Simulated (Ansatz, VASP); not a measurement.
CsI: VASP beside Ansatz

File INCAR:

```
SYSTEM = CsI
PREC     = Accurate       ! precision mode
ENCUT    = 500            ! plane-wave cutoff, eV
EDIFF    = 1E-7           ! SCF threshold, eV
ISMEAR   = 0              ! smearing method
SIGMA    = 0.02           ! smearing width, eV
LREAL    = .False.        ! projectors in reciprocal space
LASPH    = .True.         ! aspherical terms in the spheres
NELM     = 120            ! most SCF steps
ALGO     = Normal         ! electronic algorithm
ISIF     = 3              ! what is computed and relaxed
LWAVE    = .False.        ! write WAVECAR
LCHARG   = .False.        ! write CHGCAR
GGA      = CA             ! functional
IBRION   = 2              ! ionic algorithm
NSW      = 100            ! ionic steps
EDIFFG   = -0.005         ! ionic threshold
GGA_COMPAT= .False.      
NELMIN   = 4
```

File KPOINTS:

```
Automatic mesh
0
Gamma
  6 6 6
  0 0 0
```

The input POSCAR:

```
CsI
1.0
    4.4018175581      0.0000000000      0.0000000000
    0.0000000000      4.4018175581      0.0000000000
    0.0000000000      0.0000000000      4.4018175581
Cs I
1 1
Direct
    0.0000000000      0.0000000000      0.0000000000
    0.5000000000      0.5000000000      0.5000000000
```

Input for Ansatz:

```yaml
crystal:
  lattice:
    - [4.4018175581, 0.0, 0.0]
    - [0.0, 4.4018175581, 0.0]
    - [0.0, 0.0, 4.4018175581]
  atoms:
    - { symbol: Cs, position: [0.0, 0.0, 0.0] }
    - { symbol: I, position: [0.5, 0.5, 0.5] }
basis:
  ecutwfc: 420
kpoints:
  mp_grid: { grid: [6, 6, 6] }
hamiltonian:
  xc: lda
scf:
  occupations: { method: gaussian, width: 0.02 }
output:
  forces: true
  stress: true
  eigenvalues: true
relax:
  adjacent_minimum: "off"
  f_tol: 0.005
  max_steps: 80
  cell: { stress_tol: 0.05 }
```

Alike in both runs: task relaxation of cell and atoms; functional LDA; k mesh 6 × 6 × 6; occupations gaussian, width 0.02 eV; no spin polarisation.

|  | VASP | Ansatz |
| --- | --- | --- |
| version | VASP 6.6.1 | Ansatz 0.2.0 |
| potentials or method | VASP PAW LDA potentials, release 64 (Cs_sv, I), cutoff 500 eV | scalar-relativistic, plane waves, PAW |
| valence electrons in the cell | 16 | 26 |

|  | VASP | Ansatz | Ansatz less VASP |
| --- | --- | --- | --- |
| gap on the k mesh at the Fermi level, each at its own relaxed structure (eV) | 3.78 | 3.80 | +0.026 |
| relaxed volume (Å³/atom) | 42.82 | 42.64 | -0.176 |
| relaxed cell length with the largest relative difference (Å) | 4.408 | 4.402 | -0.0061 |

LDA's correlation is that of Perdew and Zunger in VASP and of Perdew and Wang (1992) in Ansatz. VASP's potentials hold 16 valence electrons a cell and Ansatz's 26, so a difference there can come from the potentials and not from the codes.

Neither program's run includes spin-orbit coupling.
